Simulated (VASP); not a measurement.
# LiCl (Pnn2) in VASP: single point with PBE

Aim: the single point of LiCl with PBE.

All numbers are computed with VASP 6.6.1; they aren't measurements. Logs are shortened: lines on timing, memory, paths and dates and some standing lists are left out, and cuts for length are marked.

### Step 1. The cell of the first run

Symmetry: Pnn2, No. 34, orthorhombic system. The conventional cell has a = 5.727 Å, b = 6.560 Å, c = 3.130 Å, α = 90.00°, β = 90.00°, γ = 90.00°. Within 2.4 Å of Li (site symmetry 1) lie 4 Cl at 1.81 to 2.28 Å and 1 Li at 2.30 Å. Within 2.4 Å of Cl (site symmetry 1) lie 4 Li at 1.81 to 2.28 Å and 1 Cl at 2.30 Å.

### Step 2. Single point, PBE

INCAR reads:

```
PREC     = Accurate       # precision mode
ENCUT    = 520            # plane-wave cutoff, eV
EDIFF    = 1E-6           # SCF threshold, eV
ISMEAR   = 0              # smearing method
SIGMA    = 0.1            # smearing width, eV
LREAL    = F              # projectors in reciprocal space
LASPH    = T              # aspherical terms in the spheres
NELM     = 60             # most SCF steps
ALGO     = Normal         # electronic algorithm
ISIF     = 2              # what is computed and relaxed
LWAVE    = F              # write WAVECAR
LCHARG   = F              # write CHGCAR
GGA      = PE             # functional
NBANDS   = 30             # bands
```

KPOINTS reads:

```
Automatic mesh
0
Gamma
  4 4 6
```

POSCAR reads:

```
LiCl
1.0
    5.7265915600      0.0000000000      0.0000000000
    0.0000000000      6.5596887800      0.0000000000
    0.0000000000      0.0000000000      3.1301617000
Li Cl
4 4
Direct
    0.1656220000      0.0989970000      0.2016420100
    0.3343780000      0.5989970000      0.7016420100
    0.8343780000      0.9010030000      0.2016420100
    0.6656220000      0.4010030000      0.7016420100
    0.6656220000      0.5989970000      0.2983579900
    0.3343780000      0.4010030000      0.2983579900
    0.1656220000      0.9010030000      0.7983579900
    0.8343780000      0.0989970000      0.7983579900
```

Potentials or basis: VASP PAW PBE potentials, release 64 (Li_sv, Cl).

Run with:

```bash
> cat potpaw_PBE.64/Li_sv/POTCAR potpaw_PBE.64/Cl/POTCAR > POTCAR
> mpirun -np 1 vasp_std > vasp.out
```

OUTCAR:

```text
PREC = Accurate
   ENCUT = 520
   EDIFF = 1E-6
   ISMEAR = 0
   LREAL = F
   LASPH = T
   NELM = 60
   ISIF = 2
   GGA = PE

 ion  position               nearest neighbor table
   1  0.166  0.099  0.202-   7 1.81   6 2.22   7 2.27   8 2.28   3 2.30
   2  0.334  0.599  0.702-   6 1.81   7 2.22   6 2.27   5 2.28   4 2.30
   3  0.834  0.901  0.202-   8 1.81   5 2.22   8 2.27   7 2.28   1 2.30
   4  0.666  0.401  0.702-   5 1.81   8 2.22   5 2.27   6 2.28   2 2.30
   5  0.666  0.599  0.298-   4 1.81   3 2.22   4 2.27   2 2.28   6 2.30
   6  0.334  0.401  0.298-   2 1.81   1 2.22   2 2.27   4 2.28   5 2.30
   7  0.166  0.901  0.798-   1 1.81   2 2.22   1 2.27   3 2.28   8 2.30
   8  0.834  0.099  0.798-   3 1.81   4 2.22   3 2.27   1 2.28   7 2.30

  LATTYP: Found a simple orthorhombic cell.
 ALAT       =     3.1301617000
 B/A-ratio  =     1.8294874543
 C/A-ratio  =     2.0956389505

  Lattice vectors:

 A1 = (   0.0000000000,   0.0000000000,   3.1301617000)
 A2 = (   5.7265915600,   0.0000000000,   0.0000000000)
 A3 = (   0.0000000000,   6.5596887800,   0.0000000000)

Analysis of symmetry for initial positions (statically):
=====================================================================
 Subroutine PRICEL returns:
 Original cell was already a primitive cell.

 Routine SETGRP: Setting up the symmetry group for a
 simple orthorhombic supercell.

 Subroutine GETGRP returns: Found  4 space group operations
 (whereof  2 operations were pure point group operations)
 out of a pool of  8 trial point group operations.

The static configuration has the point symmetry C_2 .
 The point group associated with its full space group is C_2v.

Analysis of symmetry for dynamics (positions and initial velocities):
=====================================================================
 Subroutine PRICEL returns:
 Original cell was already a primitive cell.

 Routine SETGRP: Setting up the symmetry group for a
 simple orthorhombic supercell.

 Subroutine GETGRP returns: Found  4 space group operations
 (whereof  2 operations were pure point group operations)
 out of a pool of  8 trial point group operations.

The dynamic configuration has the point symmetry C_2 .
 The point group associated with its full space group is C_2v.

 Subroutine INISYM returns: Found  4 space group operations
 (whereof  2 operations are pure point group operations),
 and found     1 'primitive' translations

----------------------------------------------------------------------------------------

                                     Primitive cell

  volume of cell :     117.5835

  direct lattice vectors                    reciprocal lattice vectors
     5.726591560  0.000000000  0.000000000     0.174623943  0.000000000  0.000000000
     0.000000000  6.559688780  0.000000000     0.000000000  0.152446257  0.000000000
     0.000000000  0.000000000  3.130161700     0.000000000  0.000000000  0.319472314

  length of vectors
     5.726591560  6.559688780  3.130161700     0.174623943  0.152446257  0.319472314

  position of ions in fractional coordinates (direct lattice)
     0.165622000  0.098997000  0.201642010
     0.334378000  0.598997000  0.701642010
     0.834378000  0.901003000  0.201642010
     0.665622000  0.401003000  0.701642010
     0.665622000  0.598997000  0.298357990
     0.334378000  0.401003000  0.298357990
     0.165622000  0.901003000  0.798357990
     0.834378000  0.098997000  0.798357990

  ion indices of the primitive-cell ions
   primitive index   ion index
                 1           1
                 2           2
                 3           3
                 4           4
                 5           5
                 6           6
                 7           7
                 8           8

----------------------------------------------------------------------------------------

 KPOINTS: Automatic mesh

Automatic generation of k-mesh.
 Grid dimensions read from file:
 generate k-points for:    4    4    6

 Generating k-lattice:

  Cartesian coordinates                     Fractional coordinates (reciprocal lattice)
     0.043655986  0.000000000  0.000000000     0.250000000  0.000000000  0.000000000
     0.000000000  0.038111564  0.000000000     0.000000000  0.250000000  0.000000000
     0.000000000  0.000000000  0.053245386     0.000000000  0.000000000  0.166666667

  Length of vectors
     0.043655986  0.038111564  0.053245386

  Shift w.r.t. Gamma in fractional coordinates (k-lattice)
     0.000000000  0.000000000  0.000000000

 Subroutine IBZKPT returns following result:
 ===========================================

 Found     36 irreducible k-points:

 Following reciprocal coordinates:
            Coordinates               Weight
  0.000000  0.000000  0.000000      1.000000
  0.250000  0.000000  0.000000      2.000000
  0.500000  0.000000  0.000000      1.000000
  0.000000  0.250000  0.000000      2.000000
  0.250000  0.250000  0.000000      4.000000
  0.500000  0.250000  0.000000      2.000000
[... 16 lines left out ...]
  0.250000  0.250000  0.333333      8.000000
  0.500000  0.250000  0.333333      4.000000
 [... further k-points ...]
   k-points           NKPTS =     36   k-points in BZ     NKDIM =     36   number of bands    NBANDS=     30
   number of dos      NEDOS =    301   number of ions     NIONS =      8
   total plane-waves  NPLWV =  57600
   dimension x,y,z NGX =    48 NGY =   50 NGZ =   24
   dimension x,y,z NGXF=    96 NGYF=  100 NGZF=   48
   ions per type =               4   4
   NGX,Y,Z   is equivalent  to a cutoff of  13.93, 12.67, 12.75 a.u.
   NGXF,Y,Z  is equivalent  to a cutoff of  27.87, 25.34, 25.49 a.u.
 SYSTEM =  unknown system
   PREC   = accura    normal or accurate (medium, high low for compatibility)
   ISTART =      0    job   : 0-new  1-cont  2-samecut
   ICHARG =      2    charge: 1-file 2-atom 10-const
   ISPIN  =      1    spin polarized calculation?
   LNONCOLLINEAR =      F non collinear calculations
   LSORBIT =      F    spin-orbit coupling
   LASPH  =      T    aspherical Exc in radial PAW
   ENCUT  =  520.0 eV  38.22 Ry    6.18 a.u.  10.65 12.20  5.82*2*pi/ulx,y,z
   NELM   =     60;   NELMIN=  2; NELMDL= -5     # of ELM steps
   EDIFF  = 0.1E-05   stopping-criterion for ELM
   LREAL  =      F    real-space projection
   EDIFFG = 0.1E-04   stopping-criterion for IOM
   NSW    =      0    number of steps for IOM
   IBRION =     -1    ionic relax: 0-MD 1-quasi-New 2-CG
   NFREE  =      0    steps in history (QN), initial steepest desc. (CG)
   ISIF   =      2    stress and relaxation
   ISYM   =      2    0-nonsym 1-usesym 2-fastsym
   POTIM  = 0.5000    time-step for ionic-motion
   TEBEG  =    0.0;   TEEND  =   0.0 temperature during run
   PSTRESS=    0.0 pullay stress
   NELECT =      40.0000    total number of electrons
   NUPDOWN=      -1.0000    fix difference up-down
   EMIN   =  10.00;   EMAX   =-10.00  energy-range for DOS
   EFERMI =   0.00;   METHOD = LEGACY
   ISMEAR =     0;   SIGMA  =   0.10  broadening in eV -4-tet -1-fermi 0-gaus
   EFERMI_NEDOS =   21; number of points for ismear=-14 and -15
   IALGO  =     38    algorithm
   IMIX   =      4    mixing-type and parameters
     AMIX     =   0.40;   BMIX     =  1.00
     AMIX_MAG =   1.60;   BMIX_MAG =  1.00
  volume/ion in A,a.u.               =      14.70        99.19
  Fermi-wavevector in a.u.,A,eV,Ry     =   1.142824  2.159625 17.769850  1.306047
  Thomas-Fermi vector in A             =   2.279521
   LORBIT       =      0    0 simple, 1 ext, 2 COOP (PROOUT), +10 PAW based schemes
   GGA     = PE    functional components
   LHFCALC =     F    Hartree Fock is set to
   AEXX    =    0.0000 exact exchange contribution
   IVDW    =     0    specifies the selected vdW correction
   LEPSILON=     F    determine dielectric tensor
   LRPA    =     F    only Hartree local field effects (RPA)
 non-spin polarized calculation
 Gauss-broadening in eV      SIGMA  =   0.10
  energy-cutoff  :      520.00
  volume of cell :      117.58
 maximum number of plane-waves:      3196
 NGX is ok and might be reduce to    48
   NGX = 21   NGY = 25   NGZ = 11

 number of electron      39.9999983 magnetization

 Free energy of the ion-electron system (eV)
  ---------------------------------------------------
  ext. energy  EPLUGINS =         0.00000000
  ---------------------------------------------------
  free energy    TOTEN  =       -20.62196645 eV

  energy without entropy =      -20.62196645  energy(sigma->0) =      -20.62196645

 E-fermi :   3.7247     XC(G=0):  -8.9638

 val. band max:        3.2938166935   @ k =   0.0000   0.0000   0.3333
 cond. band min:       7.6987790348   @ k =   0.0000   0.0000   0.5000
 fundamental gap:      4.4049623413
 Fermi energy:         3.7246899999

 k-point     1 :       0.0000    0.0000    0.0000
  band No.  band energies     occupation
      1     -41.5893      2.00000
      2     -41.5851      2.00000
      3     -41.5201      2.00000
      4     -41.5186      2.00000
      5     -13.4170      2.00000
      6     -13.2376      2.00000
[... 22 lines left out ...]
     29      12.6314      0.00000
     30      12.7780      0.00000

 k-point     2 :       0.2500    0.0000    0.0000
  band No.  band energies     occupation
      1     -41.5887      2.00000
      2     -41.5857      2.00000
      3     -41.5199      2.00000
      4     -41.5189      2.00000
      5     -13.3807      2.00000
      6     -13.2525      2.00000
[... 22 lines left out ...]
     29      12.4560      0.00000
     30      12.7361      0.00000

 k-point     3 :       0.5000    0.0000    0.0000
  band No.  band energies     occupation
      1     -41.5871      2.00000
      2     -41.5871      2.00000
      3     -41.5195      2.00000
      4     -41.5195      2.00000
      5     -13.3058      2.00000
      6     -13.3058      2.00000
[... 22 lines left out ...]
     29      12.5044      0.00000
     30      12.5044      0.00000

 k-point     4 :       0.0000    0.2500    0.0000
  band No.  band energies     occupation
      1     -41.5887      2.00000
      2     -41.5857      2.00000
      3     -41.5198      2.00000
      4     -41.5188      2.00000
      5     -13.3924      2.00000
      6     -13.2657      2.00000
[... 22 lines left out ...]
     29      12.4544      0.00000
     30      13.0084      0.00000

 k-point     5 :       0.2500    0.2500    0.0000
  band No.  band energies     occupation
      1     -41.5882      2.00000
      2     -41.5861      2.00000
      3     -41.5198      2.00000
      4     -41.5190      2.00000
      5     -13.3625      2.00000
      6     -13.2718      2.00000
[... 22 lines left out ...]
     29      12.5151      0.00000
     30      13.1835      0.00000
[... 526 lines left out ...]
     29      12.1338      0.00000
     30      12.1338      0.00000

 k-point    22 :       0.0000    0.2500    0.3333
  band No.  band energies     occupation
      1     -41.5806      2.00000
      2     -41.5791      2.00000
      3     -41.5142      2.00000
      4     -41.5137      2.00000
      5     -13.0470      2.00000
      6     -12.9726      2.00000
[... 22 lines left out ...]
     29      12.5359      0.00000
     30      13.0674      0.00000

 k-point    23 :       0.2500    0.2500    0.3333
  band No.  band energies     occupation
      1     -41.5804      2.00000
      2     -41.5792      2.00000
      3     -41.5142      2.00000
      4     -41.5137      2.00000
      5     -13.0360      2.00000
      6     -12.9611      2.00000
[... 22 lines left out ...]
     29      12.2976      0.00000
     30      12.7825      0.00000

 k-point    24 :       0.5000    0.2500    0.3333
  band No.  band energies     occupation
      1     -41.5801      2.00000
      2     -41.5794      2.00000
      3     -41.5142      2.00000
      4     -41.5138      2.00000
      5     -13.0251      2.00000
      6     -12.9491      2.00000
[... 22 lines left out ...]
     29      12.1012      0.00000
     30      12.2395      0.00000

 [... further k-points ...]

------------------------ aborting loop because EDIFF is reached ----------------------------------------

  FORCE on cell =-STRESS in cart. coord.  units (eV):
  Direction    XX          YY          ZZ          XY          YZ          ZX
  --------------------------------------------------------------------------------------
  -------------------------------------------------------------------------------------
  Total       24.7793054     29.7646926     23.4716330      0.0000000      0.0000000      0.0000000
  in kB      337.6396902    405.5699479    319.8215114      0.0000000      0.0000000      0.0000000
  external PRESSURE =     354.3437165 kB  Pullay stress =       0.0000000 kB

 VOLUME and BASIS-vectors are now :
 -----------------------------------------------------------------------------
  energy-cutoff  :      520.00
  volume of cell :      117.58
      direct lattice vectors                 reciprocal lattice vectors
     5.726591560  0.000000000  0.000000000     0.174623943  0.000000000  0.000000000
     0.000000000  6.559688780  0.000000000     0.000000000  0.152446257  0.000000000
     0.000000000  0.000000000  3.130161700     0.000000000  0.000000000  0.319472314

 POSITION                                       TOTAL-FORCE (eV/Angst)
 -----------------------------------------------------------------------------------
      0.94845      0.64939      0.63117         0.288794      3.107537      2.776638
      1.91485      3.92923      2.19625        -0.288794      3.107537      2.776638
      4.77814      5.91030      0.63117        -0.288794     -3.107537      2.776638
      3.81175      2.63045      2.19625         0.288794     -3.107537      2.776638
      3.81175      3.92923      0.93391         5.294160      6.542123     -2.776638
      1.91485      2.63045      0.93391        -5.294160     -6.542123     -2.776638
      0.94845      5.91030      2.49899         5.294160     -6.542123     -2.776638
      4.77814      0.64939      2.49899        -5.294160      6.542123     -2.776638
 -----------------------------------------------------------------------------------
    total drift:                                0.000000     -0.000000     -0.001287

  FREE ENERGIE OF THE ION-ELECTRON SYSTEM (eV)
  ---------------------------------------------------
  free  energy   TOTEN  =       -20.6219664481 eV

  energy  without entropy=      -20.6219664481  energy(sigma->0) =      -20.62196645
```

Wall time 91 s (1 thread of Intel Xeon Platinum 8175M at 2.50GHz (Skylake/Cascade Lake), shared host); peak memory 0.27 GiB.

What came out:

```yaml
Free_energy: -20.6220 eV
Largest_force: 8.862 eV/Å
Band_gap_on_the_k_mesh: 4.41 eV, indirect (least direct gap 4.45 eV)
```

Forces on the atoms (eV/Å):
```
Li   0.289  3.108  2.777
Li  -0.289  3.108  2.777
Li  -0.289 -3.108  2.777
Li   0.289 -3.108  2.777
Cl   5.294  6.542 -2.777
Cl  -5.294 -6.542 -2.777
Cl   5.294 -6.542 -2.777
Cl  -5.294  6.542 -2.777
```

Levels at points of the mesh, in eV from the valence-band top:
```csv
k point,band 16,band 17,band 18,band 19,band 20,band 21,band 22,band 23,band 24,band 25
"(0.00, 0.00, 0.00)",-2.39,-1.53,-1.28,-0.65,-0.15,4.74,5.83,6.47,6.82,7.41
"(0.50, 0.00, 0.00)",-2.72,-1.37,-1.37,-0.77,-0.77,5.09,5.09,6.26,6.26,7.37
"(0.00, 0.50, 0.00)",-2.82,-1.35,-1.35,-0.64,-0.64,5.94,5.94,6.13,6.13,7.44
"(0.50, 0.50, 0.00)",-2.74,-1.38,-1.38,-0.61,-0.61,5.28,5.28,5.94,5.94,6.88
"(0.00, 0.00, 0.50)",-3.86,-2.68,-2.68,-0.13,-0.13,4.41,4.41,6.76,6.76,7.58
"(0.50, 0.00, 0.50)",-4.20,-2.41,-2.41,-0.30,-0.30,5.62,5.62,6.60,6.60,6.93
"(0.00, 0.50, 0.50)",-4.12,-2.62,-2.62,-0.13,-0.13,4.86,4.86,6.04,6.04,7.32
"(0.50, 0.50, 0.50)",-3.74,-2.41,-2.33,-0.39,-0.13,4.98,6.00,6.02,6.51,6.60
```

Caveat: the cutoff is under 1.25 times the usual one of these potentials, so pressure, stress and relaxed cells hold a basis-set (Pulay) error; forces of over 1 eV/Å act on the atoms, so gaps and moduli don't describe the material at rest.
